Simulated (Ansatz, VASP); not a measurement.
**Two plane-wave programs on Ca**

The input INCAR:

```
PREC = Accurate
ENCUT = 500
EDIFF = 1E-7
ISMEAR = 0
SIGMA = 0.1
LREAL = F
LASPH = T
NELM = 120
ALGO = Normal
ISIF = 3
LWAVE = F
LCHARG = F
GGA = PS
IBRION = 2
NSW = 80
EDIFFG = -0.01
GGA_COMPAT = F
NELMIN = 4
```

The input KPOINTS:

```
regular mesh
0
Gamma
  12 12 8
```

Contents of POSCAR:

```
Ca
1.0
    3.8512962065      0.0000000000      0.0000000000
   -1.9256481032      3.3353203524      0.0000000000
    0.0000000000      0.0000000000      6.3413280529
Ca
2
Direct
    0.3333333333      0.6666666667      0.2500000000
    0.6666666667      0.3333333333      0.7500000000
```

Input for Ansatz:

```yaml
crystal:
  lattice:
    - [3.8512962065, 0.0, 0.0]
    - [-1.9256481032, 3.3353203524, 0.0]
    - [0.0, 0.0, 6.3413280529]
  atoms:
    - { symbol: Ca, position: [0.3333333333, 0.6666666667, 0.25] }
    - { symbol: Ca, position: [0.6666666667, 0.3333333333, 0.75] }
basis:
  ecutwfc: 420
kpoints:
  mp_grid: { grid: [12, 12, 8] }
hamiltonian:
  xc: pbesol
scf:
  occupations: { method: gaussian, width: 0.1 }
output:
  forces: true
  stress: true
  eigenvalues: true
  write_density: true
  write_potential: true
  elf: true
  volumetric_format: npy
relax:
  adjacent_minimum: "off"
  f_tol: 0.01
  max_steps: 60
  cell: { stress_tol: 0.1 }
```

Alike in both runs: task relaxation of cell and atoms; functional PBEsol; k mesh 12 × 12 × 8; occupations gaussian, width 0.1 eV; no spin polarisation.

|  | VASP | Ansatz |
| --- | --- | --- |
| version | VASP 6.6.1 | Ansatz 0.2.0 |
| potentials or method | VASP PAW PBE potentials, release 64 (Ca_sv), cutoff 500 eV | scalar-relativistic, plane waves, PAW |
| valence electrons in the cell | 20 | 20 |

|  | VASP | Ansatz | Ansatz less VASP |
| --- | --- | --- | --- |
| gap on the k mesh at the Fermi level, each at its own relaxed structure (eV) | none | none | - |
| relaxed volume (Å³/atom) | 40.73 | 40.73 | 0.000 |
| relaxed cell length with the largest relative difference (Å) | 3.851 | 3.851 | 0.0000 |

VASP's potentials were made for PBE, not for PBEsol. A gap of «none» marks a metal or a gap that the smearing closes.

Noted on VASP's run: the relaxation stopped at its first step, so nothing moved.
